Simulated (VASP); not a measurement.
Runs of VASP 6.6.1 on Au. The structure is that of space group Im-3m (No. 229), or close to it. The cells are those of the table. 

```csv
cell,gap on the mesh (eV),pressure (GPa)
"a = 2.871 Å, angles 110.7, 110.7, 107.0°, 1 atom",none,-4.4
"a = 2.885 Å, angles 109.9, 109.9, 108.7°, 1 atom",none,-6.3
"a = 2.856 Å, angles 109.1, 109.1, 110.3°, 1 atom",none,-2.6
"a = 2.842 Å, angles 109.9, 109.9, 108.7°, 1 atom",none,(a)
"a = 2.871 Å, angles 108.3, 108.3, 111.9°, 1 atom",none,-4.4
```

Alike in all rows: task single point; level r2SCAN; potentials or basis VASP PAW PBE potentials, release 64 (Au); no spin polarisation; k mesh 20 × 20 × 20; cutoff (eV) 520; smearing gaussian 0.15 eV.

Task: Fill in the values left out.

Result: (a) -0.4.

Caveats: the PAW data sets were made with another functional, which shifts forces and pressure a little; spin-orbit coupling is left out, which moves the levels of the heavy elements.

A k mesh can miss the band edges, and the runs leave out spin-orbit coupling on Au.

A gap of «none» marks levels without a gap at the run's occupations.
